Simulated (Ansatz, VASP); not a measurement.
# Two plane-wave programs on NaH

The input INCAR:

```
SYSTEM = NaH
PREC = Accurate ; ENCUT = 520
EDIFF = 1E-7 ; ISMEAR = 0
SIGMA = 0.02 ; LREAL = .FALSE.
LASPH = .TRUE. ; NELM = 60
ALGO = Normal ; ISIF = 2
LWAVE = .FALSE. ; LCHARG = .FALSE.
GGA = PS ; NBANDS = 11
```

File KPOINTS:

```
Automatic mesh
0
G
  10 10 10
  0 0 0
```

File POSCAR:

```
NaH
1.0
    2.9364771676      0.0000000000      0.0000000000
    0.0000000000      2.9364771676      0.0000000000
    0.0000000000      0.0000000000      2.9364771676
Na H
1 1
Direct
    0.0000000000      0.0000000000      0.0000000000
    0.5000000000      0.5000000000      0.5000000000
```

Input for Ansatz:

```yaml
crystal:
  lattice:
    - [2.9364771676, 0.0, 0.0]
    - [0.0, 2.9364771676, 0.0]
    - [0.0, 0.0, 2.9364771676]
  atoms:
    - { symbol: Na, position: [0.0, 0.0, 0.0] }
    - { symbol: H, position: [0.5, 0.5, 0.5] }
basis:
  ecutwfc: 420
kpoints:
  mp_grid: { grid: [10, 10, 10] }
hamiltonian:
  xc: pbesol
scf:
  occupations: { method: gaussian, width: 0.02 }
output:
  forces: true
  stress: true
  eigenvalues: true
```

Alike in both runs: task single point; functional PBEsol; k mesh 10 × 10 × 10; occupations gaussian, width 0.02 eV; no spin polarisation.

|  | VASP | Ansatz |
| --- | --- | --- |
| version | VASP 6.6.1 | Ansatz 0.2.0 |
| potentials or method | VASP PAW PBE potentials, release 64 (Na_pv, H), cutoff 520 eV | scalar-relativistic, plane waves, PAW |
| valence electrons in the cell | 8 | 10 |

|  | VASP | Ansatz | Ansatz less VASP |
| --- | --- | --- | --- |
| gap on the k mesh at the Fermi level (eV) | 0.80 | 0.80 | +0.002 |
| least direct gap on the mesh (eV) | 4.36 | 4.37 | +0.004 |
| pressure (GPa) | 0.0 | 0.0 | +0.01 |

VASP's potentials were made for PBE, not for PBEsol. VASP's potentials hold 8 valence electrons a cell and Ansatz's 10, so a difference there can come from the potentials and not from the codes.
